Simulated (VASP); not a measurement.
# Si16HC16 (a cell with a defect) in VASP: single point with PBE

Aim: the single point of Si16HC16 (a cell with a defect) with PBE.

All numbers are computed with VASP 6.6.1; they aren't measurements. Logs are shortened: lines on timing, memory, paths and dates and some standing lists are left out, and cuts for length are marked.

### Step 1. The cell of the first run

The cell holds a defect, 33 atoms: a = 7.586 Å, b = 7.586 Å, c = 7.586 Å, α = 109.47°, β = 109.47°, γ = 109.47°.

### Step 2. Single point, PBE

File INCAR:

```
SYSTEM = Si16HC16
ALGO = Normal
EDIFF = 1E-6
ENCUT = 520
GGA = PE
ISIF = 2
ISMEAR = 0
LASPH = .True.
LCHARG = .True.
LELF = .True.
LREAL = Auto
LVHAR = .True.
LWAVE = .False.
NBANDS = 86
NELECT = 128.0
NELM = 60
PREC = Accurate
SIGMA = 0.02
```

File KPOINTS:

```
Automatic mesh
0
Gamma
  2 2 2
  0.5 0.5 0.5
```

File POSCAR:

```
Si16HC16
1.0
   -4.3797259407     -4.3797259407      4.3797259407
    4.3797259407     -4.3797259407     -4.3797259407
    4.3797259407      4.3797259407      4.3797259407
Si C H
16 16 1
Direct
    0.2562234522      0.7493602441      0.2521584718
    0.0012893501      0.7492788463      0.5070346935
    0.5011955154      0.5000033175      0.2520072066
    0.2486680707      0.4972059963      0.4995431289
    0.0011921979      0.4999966961      0.7520039027
    0.7480939548      0.7479729427      0.7476139020
    0.4967834813      0.7479507952     -0.0010838578
   -0.0203013844      0.0000000000      0.2303853058
    0.7488326997      0.2520492184      0.2509653606
    0.5068632216      0.2506397694      0.5027982412
    0.2520104031      0.2507210531      0.7577558607
    0.0001210121      0.2520270709     -0.0003590407
    0.7514620879      0.5027940172      0.0023371325
    0.7525529096      0.0000000000      0.5025968588
    0.5016600421      0.0000000000      0.7524606664
    0.2517565060      0.0000000000      0.0033962171
    0.2503540210      0.4980036490      0.2515281812
    0.0006673934      0.4979778483      0.5011796468
    0.5003155516      0.2507390907      0.2524223011
    0.2475025868      0.2360854341      0.4982989871
    0.0015939353      0.2507522194      0.7511565894
    0.7523503855      0.5019963646      0.7535245458
    0.5026895586      0.5020221653      0.0032017985
    1.0114169379      0.7639144653      0.2622134388
    0.7444436123      0.0000000000      0.2491512060
    0.5037253540      0.0000000000      0.5028832922
    0.2520680552      0.0000000000      0.7545689033
   -0.0016526148      0.0000000000     -0.0048183380
    0.7524018728      0.2535078713      0.0032403854
    0.7508417295      0.7492477941      0.5004043700
    0.4988940015      0.7464921423      0.7497325277
    0.2495763467      0.7492606945      0.0016830962
    0.1670589690      0.0000000000      0.4179262641
```

Potentials or basis: VASP PAW PBE potentials, release 64 (Si, C, H).

Started as:

```console
cat potpaw_PBE.64/Si/POTCAR potpaw_PBE.64/C/POTCAR potpaw_PBE.64/H/POTCAR > POTCAR
mpirun -np 1 vasp_std > vasp.out
```

OUTCAR:

```text
SYSTEM = Si16HC16
   EDIFF = 1E-6
   ENCUT = 520
   GGA = PE
   ISIF = 2
   ISMEAR = 0
   LASPH = .True.
   LREAL = Auto
   NELECT = 128.0
   NELM = 60
   PREC = Accurate

 ion  position               nearest neighbor table
   1  0.256  0.749  0.252-  32 1.88  17 1.89  26 1.89  24 1.92   7 3.06   3 3.06  14 3.07  12 3.08
                            16 3.09   4 3.09   5 3.10  15 3.10  10 3.10  13 3.13
   2  0.001  0.749  0.507-  30 1.88  18 1.89  27 1.89  24 1.92   6 3.06   5 3.06  16 3.07   9 3.08
                            14 3.09   4 3.09   3 3.10  15 3.10  11 3.11  13 3.13
   3  0.501  0.500  0.252-  30 1.89  19 1.89  23 1.90  17 1.90  11 3.06   1 3.06   9 3.07   6 3.07
                            13 3.10  14 3.10  16 3.10   4 3.10   2 3.10  10 3.10   7 3.10  12 3.10
   4  0.249  0.497  0.500-  18 1.89  17 1.89  31 1.90  20 1.97   8 3.08   7 3.09   6 3.09   2 3.09
                             1 3.09   9 3.10  12 3.10   5 3.10   3 3.10  15 3.11  11 3.13  10 3.13
   5  0.001  0.500  0.752-  21 1.89  32 1.89  18 1.90  22 1.90   2 3.06  10 3.06   7 3.07  12 3.07
                             4 3.10  14 3.10  16 3.10  13 3.10  11 3.10   1 3.10   9 3.10   6 3.10
   6  0.748  0.748  0.748-  30 1.89  22 1.89  31 1.89  28 1.90   8 2.99   2 3.06   3 3.07  14 3.08
                            10 3.08  15 3.09   4 3.09  13 3.10   5 3.10   7 3.11  16 3.12  12 3.12
   7  0.497  0.748  0.999-  32 1.89  23 1.89  31 1.89  25 1.90   8 2.99   1 3.06   5 3.07  16 3.08
                            11 3.08  15 3.09   4 3.09  13 3.10   3 3.10   6 3.11  14 3.12   9 3.12
   8  0.980  0.000  0.230-  33 1.64  28 1.84  25 1.84  24 1.96  20 1.96   6 2.99  12 2.99   7 2.99
                             9 2.99  13 3.08   4 3.08  16 3.10  14 3.10
   9  0.749  0.252  0.251-  19 1.89  18 1.89  29 1.89  25 1.90   8 2.99  10 3.06   3 3.07  16 3.08
                             2 3.08  15 3.09  13 3.09   4 3.10   5 3.10  12 3.11  14 3.12   7 3.12
  10  0.507  0.251  0.503-  19 1.88  22 1.89  26 1.89  20 1.92   9 3.06   5 3.06  14 3.07   6 3.08
                            16 3.09  13 3.09   3 3.10  15 3.10   1 3.10   4 3.13
  11  0.252  0.251  0.758-  21 1.88  23 1.89  27 1.89  20 1.92  12 3.06   3 3.06  16 3.07   7 3.08
                            14 3.09  13 3.09   5 3.10  15 3.10   2 3.11   4 3.13
  12  0.000  0.252  1.000-  21 1.89  17 1.89  29 1.89  28 1.90   8 2.99  11 3.06   5 3.07  14 3.08
                             1 3.08  15 3.09  13 3.09   4 3.10   3 3.10   9 3.11  16 3.12   6 3.12
  13  0.751  0.503  0.002-  23 1.89  22 1.89  29 1.90  24 1.97   8 3.08   9 3.09  12 3.09  11 3.09
                            10 3.09   7 3.10   6 3.10   3 3.10   5 3.10  15 3.11   2 3.13   1 3.13
  14  0.753  0.000  0.503-  26 1.89  30 1.89  21 1.89  25 1.90   1 3.07  10 3.07   6 3.08  12 3.08
                            11 3.09   2 3.09   3 3.10   5 3.10   8 3.10  15 3.10   9 3.12   7 3.12
  15  0.502  0.000  0.752-  26 1.90  27 1.90  31 1.91  29 1.91   6 3.09  12 3.09   7 3.09   9 3.09
                             1 3.10  10 3.10   2 3.10  11 3.10  14 3.10  16 3.10   4 3.11  13 3.11
  16  0.252  0.000  0.003-  27 1.89  19 1.89  32 1.89  28 1.90  11 3.07   2 3.07   7 3.08   9 3.08
                             1 3.09  10 3.09   5 3.10   3 3.10   8 3.10  15 3.10   6 3.12  12 3.12
  17  0.250  0.498  0.252-   4 1.89   1 1.89  12 1.89   3 1.90
  18  0.001  0.498  0.501-   4 1.89   2 1.89   9 1.89   5 1.90
  19  0.500  0.251  0.252-  10 1.88   9 1.89   3 1.89  16 1.89
  20  0.248  0.236  0.498-  10 1.92  11 1.92   8 1.96   4 1.97
  21  0.002  0.251  0.751-  11 1.88  12 1.89   5 1.89  14 1.89
  22  0.752  0.502  0.754-  13 1.89  10 1.89   6 1.89   5 1.90
[... 8 lines left out ...]
  31  0.499  0.746  0.750-   7 1.89   6 1.89   4 1.90  15 1.91
  32  0.250  0.749  0.002-   1 1.88   7 1.89   5 1.89  16 1.89
  33  0.167  0.000  0.418-   8 1.64

  LATTYP: Found a body centered cubic cell.
 ALAT       =     8.7594518814

  Lattice vectors:

 A1 = (  -4.3797259407,  -4.3797259407,   4.3797259407)
 A2 = (   4.3797259407,  -4.3797259407,  -4.3797259407)
 A3 = (   4.3797259407,   4.3797259407,   4.3797259407)

Analysis of symmetry for initial positions (statically):
=====================================================================
 Subroutine PRICEL returns:
 Original cell was already a primitive cell.

 Routine SETGRP: Setting up the symmetry group for a
 body centered cubic supercell.

 Subroutine GETGRP returns: Found  2 space group operations
 (whereof  2 operations were pure point group operations)
 out of a pool of 48 trial point group operations.

The static configuration has the point symmetry C_1h.

Analysis of symmetry for dynamics (positions and initial velocities):
=====================================================================
 Subroutine PRICEL returns:
 Original cell was already a primitive cell.

 Routine SETGRP: Setting up the symmetry group for a
 body centered cubic supercell.

 Subroutine GETGRP returns: Found  2 space group operations
 (whereof  2 operations were pure point group operations)
 out of a pool of 48 trial point group operations.

The dynamic configuration has the point symmetry C_1h.

[... 102 lines left out ...]
     0.057081197  0.000000000  0.057081197     0.000000000  0.000000000  0.500000000

  Length of vectors
     0.080725003  0.080725003  0.080725003

  Shift w.r.t. Gamma in fractional coordinates (k-lattice)
     0.500000000  0.500000000  0.500000000

 Subroutine IBZKPT returns following result:
 ===========================================

 Found      3 irreducible k-points:

 Following reciprocal coordinates:
            Coordinates               Weight
  0.250000  0.250000  0.250000      2.000000
 -0.250000  0.250000  0.250000      4.000000
  0.250000 -0.250000  0.250000      2.000000
   k-points           NKPTS =      3   k-points in BZ     NKDIM =      3   number of bands    NBANDS=     86
   number of dos      NEDOS =    301   number of ions     NIONS =     33
   total plane-waves  NPLWV = 175616
   dimension x,y,z NGX =    56 NGY =   56 NGZ =   56
   dimension x,y,z NGXF=   112 NGYF=  112 NGZF=  112
   ions per type =              16  16   1
   NGX,Y,Z   is equivalent  to a cutoff of  12.27, 12.27, 12.27 a.u.
   NGXF,Y,Z  is equivalent  to a cutoff of  24.54, 24.54, 24.54 a.u.
 SYSTEM =  Si16HC16
   PREC   = accura    normal or accurate (medium, high low for compatibility)
   ISTART =      0    job   : 0-new  1-cont  2-samecut
   ICHARG =      2    charge: 1-file 2-atom 10-const
   ISPIN  =      1    spin polarized calculation?
   LNONCOLLINEAR =      F non collinear calculations
   LSORBIT =      F    spin-orbit coupling
   LASPH  =      T    aspherical Exc in radial PAW
   ENCUT  =  520.0 eV  38.22 Ry    6.18 a.u.  14.10 14.10 14.10*2*pi/ulx,y,z
   NELM   =     60;   NELMIN=  2; NELMDL= -5     # of ELM steps
   EDIFF  = 0.1E-05   stopping-criterion for ELM
   LREAL  =      T    real-space projection
   EDIFFG = 0.1E-04   stopping-criterion for IOM
   NSW    =      0    number of steps for IOM
   IBRION =     -1    ionic relax: 0-MD 1-quasi-New 2-CG
   NFREE  =      0    steps in history (QN), initial steepest desc. (CG)
   ISIF   =      2    stress and relaxation
   ISYM   =      2    0-nonsym 1-usesym 2-fastsym
   POTIM  = 0.5000    time-step for ionic-motion
   TEBEG  =    0.0;   TEEND  =   0.0 temperature during run
   PSTRESS=    0.0 pullay stress
   NELECT =     128.0000    total number of electrons
   NUPDOWN=      -1.0000    fix difference up-down
   EMIN   =  10.00;   EMAX   =-10.00  energy-range for DOS
   EFERMI =   0.00;   METHOD = LEGACY
   ISMEAR =     0;   SIGMA  =   0.02  broadening in eV -4-tet -1-fermi 0-gaus
   EFERMI_NEDOS =   21; number of points for ismear=-14 and -15
   IALGO  =     38    algorithm
   IMIX   =      4    mixing-type and parameters
     AMIX     =   0.40;   BMIX     =  1.00
     AMIX_MAG =   1.60;   BMIX_MAG =  1.00
  volume/ion in A,a.u.               =      10.18        68.72
  Fermi-wavevector in a.u.,A,eV,Ry     =   1.186710  2.242556 19.160817  1.408280
  Thomas-Fermi vector in A             =   2.322877
   LORBIT       =      0    0 simple, 1 ext, 2 COOP (PROOUT), +10 PAW based schemes
   GGA     = PE    functional components
   LHFCALC =     F    Hartree Fock is set to
   AEXX    =    0.0000 exact exchange contribution
   IVDW    =     0    specifies the selected vdW correction
   LEPSILON=     F    determine dielectric tensor
   LRPA    =     F    only Hartree local field effects (RPA)
 non-spin polarized calculation
 Gauss-broadening in eV      SIGMA  =   0.02
  energy-cutoff  :      520.00
  volume of cell :      336.05
 maximum number of plane-waves:      9092
   NGX = 29   NGY = 29   NGZ = 29

 number of electron     127.9999998 magnetization

 Free energy of the ion-electron system (eV)
  ---------------------------------------------------
  ext. energy  EPLUGINS =         0.00000000
  ---------------------------------------------------
  free energy    TOTEN  =      -250.99933757 eV

  energy without entropy =     -250.99933757  energy(sigma->0) =     -250.99933757

 E-fermi :   7.5584     XC(G=0): -11.2926

 val. band max:        7.4051716372   @ k =   0.2500   0.2500   0.2500
 cond. band min:      10.0068556141   @ k =   0.2500  -0.2500   0.2500
 fundamental gap:      2.6016839769
 Fermi energy:         7.5583577034

 k-point     1 :       0.2500    0.2500    0.2500
  band No.  band energies     occupation
      1      -6.7330      2.00000
      2      -6.1161      2.00000
      3      -6.0926      2.00000
      4      -6.0867      2.00000
      5      -4.2207      2.00000
      6      -3.5390      2.00000
[... 226 lines left out ...]
     75      13.2876      0.00000
     76      13.3175      0.00000
 [bands above 76 left out]

------------------------ aborting loop because EDIFF is reached ----------------------------------------

  FORCE on cell =-STRESS in cart. coord.  units (eV):
  Direction    XX          YY          ZZ          XY          YZ          ZX
  --------------------------------------------------------------------------------------
  -------------------------------------------------------------------------------------
  Total      -10.8761566    -10.8761566     -7.0025643      3.7630458      0.0008935      0.0008935
  in kB      -51.8543552    -51.8543552    -33.3861921     17.9411092      0.0042598      0.0042597
  external PRESSURE =     -45.6983008 kB  Pullay stress =       0.0000000 kB

 VOLUME and BASIS-vectors are now :
 -----------------------------------------------------------------------------
  energy-cutoff  :      520.00
  volume of cell :      336.05
      direct lattice vectors                 reciprocal lattice vectors
    -4.379725941 -4.379725941  4.379725941     0.000000000 -0.114162394  0.114162394
     4.379725941 -4.379725941 -4.379725941     0.114162394 -0.114162394  0.000000000
     4.379725941  4.379725941  4.379725941     0.114162394  0.000000000  0.114162394

 POSITION                                       TOTAL-FORCE (eV/Angst)
 -----------------------------------------------------------------------------------
      3.26419     -3.29980     -1.05542        -0.007864      0.001846      0.014651
      5.49666     -1.06661     -1.05532         0.008877     -0.005103      0.013298
      1.09850     -3.28125      1.10894         0.005791      0.007110     -0.016622
      3.27639     -1.07886      1.09933        -0.003886     -0.007809     -0.011550
      5.47820      1.09850      1.10894         0.007110      0.005791     -0.016622
      3.27381     -3.27802      3.27487        -0.001111      0.000824      0.018057
[... 25 lines left out ...]
      2.19585     -4.36726     -2.18111        -0.001305     -0.003458      0.000895
      1.09873      1.09873      2.56208         0.002794      0.002794      0.008940
 -----------------------------------------------------------------------------------
    total drift:                               -0.041843     -0.042543     -0.016515

  FREE ENERGIE OF THE ION-ELECTRON SYSTEM (eV)
  ---------------------------------------------------
  free  energy   TOTEN  =      -250.9993375687 eV

  energy  without entropy=     -250.9993375687  energy(sigma->0) =     -250.99933757
```

Run time: 5.6 min. Hardware: 1 thread of Intel Xeon 8259CL, shared host; peak memory 0.43 GiB.

What came out:

```
Free energy   : -250.9993 eV
Largest force : 0.023 eV/Å
```

Forces in eV/Å, atoms in the order of the input:
```
Si  -0.008  0.002  0.015
Si   0.009 -0.005  0.013
Si   0.006  0.007 -0.017
Si  -0.004 -0.008 -0.012
Si   0.007  0.006 -0.017
Si  -0.001  0.001  0.018
Si   0.011 -0.009  0.018
Si   0.012  0.012  0.012
Si  -0.009  0.011  0.018
Si   0.002 -0.008  0.015
Si  -0.005  0.009  0.013
Si   0.001 -0.001  0.018
Si  -0.008 -0.004 -0.012
Si  -0.005 -0.005 -0.020
Si   0.005  0.005 -0.022
Si  -0.002 -0.002 -0.017
C    0.001 -0.009 -0.013
C    0.005 -0.005 -0.009
C   -0.003 -0.001  0.001
C    0.006 -0.001  0.002
C    0.003 -0.006  0.013
C   -0.009  0.001 -0.013
C   -0.005  0.005 -0.009
C   -0.001  0.006  0.002
C   -0.004 -0.004  0.004
C    0.004  0.004 -0.014
C   -0.006 -0.006 -0.011
C    0.003  0.003  0.005
C   -0.008  0.008 -0.002
C   -0.006  0.003  0.013
C    0.008 -0.008 -0.002
C   -0.001 -0.003  0.001
H    0.003  0.003  0.009
```

Levels at points of the mesh, in eV from the Fermi level:
```
           k point  band 61  band 62  band 63  band 64  band 65  band 66  band 67  band 68
(0.25, 0.25, 0.25)    -0.17    -0.16    -0.16    -0.15     3.12     3.85     3.99     4.13
```

Caveat: the cell carries a net charge on a neutralising background, which shifts energy and pressure; the cell is charged against a uniform background, so pressure and absolute levels hang on convention.
